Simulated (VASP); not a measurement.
Here is a VASP 6.6.1 calculation.

INCAR

```
SYSTEM = B3N4
ALGO     = Normal         ! electronic algorithm
DIPOL    = 0.5 0.5 0.315
EDIFF    = 1E-6           ! SCF threshold, eV
ENCUT    = 520            ! plane-wave cutoff, eV
GGA      = PE             ! functional
IDIPOL   = 3            
ISIF     = 2              ! what is computed and relaxed
ISMEAR   = 0              ! smearing method
IVDW     = 12             ! dispersion correction
LASPH    = .TRUE.         ! aspherical terms in the spheres
LCHARG   = .FALSE.        ! write CHGCAR
LDIPOL   = .TRUE.       
LREAL    = .FALSE.        ! projectors in reciprocal space
LWAVE    = .FALSE.        ! write WAVECAR
NBANDS   = 42             ! bands
NELM     = 60             ! most SCF steps
PREC     = Accurate       ! precision mode
SIGMA    = 0.05           ! smearing width, eV
```

File KPOINTS:

```
k-points
0
G
  6 8 1
  0 0 0
```

File POSCAR:

```
B3N4
1.0
    5.0107822389      0.0000000000      0.0000000000
   -1.2526955597      3.3759068817      0.0000000000
    0.0000000000      0.0000000000     23.4409409452
N B
8 6
Direct
    0.0225224603      0.0900898411      0.1706416141
    0.5225224603      0.0900898411      0.1706416141
    0.3069455752      0.2277823008      0.2610541488
    0.8069455752      0.2277823008      0.2610541488
    0.0866484587      0.3466275527      0.3533460338
    0.5866484587      0.3466275527      0.3533460338
    0.4687108248      1.1248772852      0.5264695207
    0.4687108248      1.1248772852      0.5733959646
    0.2842051402      0.1368205610      0.2007528062
    0.7842051402      0.1368205610      0.2007528062
    0.0673540684      0.2694189847      0.2895469474
    0.5673540684      0.2694189847      0.2895469474
    0.3437108248      0.3748772852      0.3814241487
    0.8437108248      0.3748772852      0.3814241487
```

Potentials or basis: VASP PAW PBE potentials, release 64 (N, B).

Launch:

```bash
$ cat potpaw_PBE.64/N/POTCAR potpaw_PBE.64/B/POTCAR > POTCAR
$ mpirun -np 1 vasp_std > vasp.out
```

Problem. Estimate the band gap on the k mesh.

Solution. Zero (bands 29 and 30 overlap by 0.41 eV).

Problem. What does it give for the largest force?

Solution. 4.020 eV/Å.

Problem. Estimate the dispersion energy per atom.

Solution. -0.102 eV.

Forces in eV/Å, atoms in the order of the input:
```
N    0.007  0.246  1.785
N   -0.007  0.246  1.779
N   -0.001  0.427  2.150
N    0.000  0.430  2.157
N    0.022 -0.002 -0.084
N   -0.022  0.002  0.127
N    0.005 -0.021 -2.140
N   -0.002  0.009  2.158
B    0.000 -0.678 -3.940
B    0.000 -0.683 -3.962
B    0.012  0.000 -0.013
B   -0.011 -0.016 -0.032
B   -0.111  0.009 -0.059
B    0.109  0.032  0.073
```

Caveat: the standard files for N, O and F lose accuracy on very short bonds.
